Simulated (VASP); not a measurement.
Wanted: the native input for a VASP 6.6.1 run.

```yaml
Task: single point
Functional: PBEsol
Potentials_or_basis: VASP PAW PBE potentials, release 64 (Si)
Cutoff: 520 eV
k_mesh: 8 × 8 × 8
Occupations: gaussian, width 0.01 eV
Spin: no spin polarisation
Dipole_correction: no
Further_INCAR_settings: ALGO = Normal; EDIFF = 1e-07; NBANDS = 11
```

The structure of Si lies in POSCAR:

```
Si
1.0
    2.6813629397      2.6813629397      0.0000000000
   -2.6813629397      2.6813629397      0.0000000000
    0.0000000000      2.6813629397      2.6813629397
Si
2
Direct
    0.2500000000      0.7500000000      0.5000000000
    0.0000000000      0.0000000000      0.0000000000
```

These files were run (other wordings do the same):

INCAR

```
SYSTEM = Si
PREC     = Accurate       ! precision mode
ENCUT    = 520            ! plane-wave cutoff, eV
EDIFF    = 1E-7           ! SCF threshold, eV
ISMEAR   = 0              ! smearing method
SIGMA    = 0.01           ! smearing width, eV
LREAL    = .False.        ! projectors in reciprocal space
LASPH    = .True.         ! aspherical terms in the spheres
NELM     = 100            ! most SCF steps
ALGO     = Normal         ! electronic algorithm
ISIF     = 2              ! what is computed and relaxed
LWAVE    = .False.        ! write WAVECAR
LCHARG   = .True.         ! write CHGCAR
GGA      = PS             ! functional
LELF     = .True.         ! ELF
LVHAR    = .True.       
NBANDS   = 11             ! bands
```

KPOINTS

```
Automatic mesh
0
Gamma
  8 8 8
  0 0 0
```

Potentials or basis: VASP PAW PBE potentials, release 64 (Si).

Command:

```console
$ cat potpaw_PBE.64/Si/POTCAR > POTCAR
$ mpirun -np 1 vasp_std > vasp.out
```

It gave:

The pressure is 4.2 GPa. The band gap on the k mesh is 0.44 eV, indirect (least direct gap 2.53 eV).

Caveat: the PAW data sets were made with another functional, which shifts forces and pressure a little.

Run time: 12 s on 1 thread of Intel Xeon 8259CL, on a shared host, peak memory 0.15 GiB.
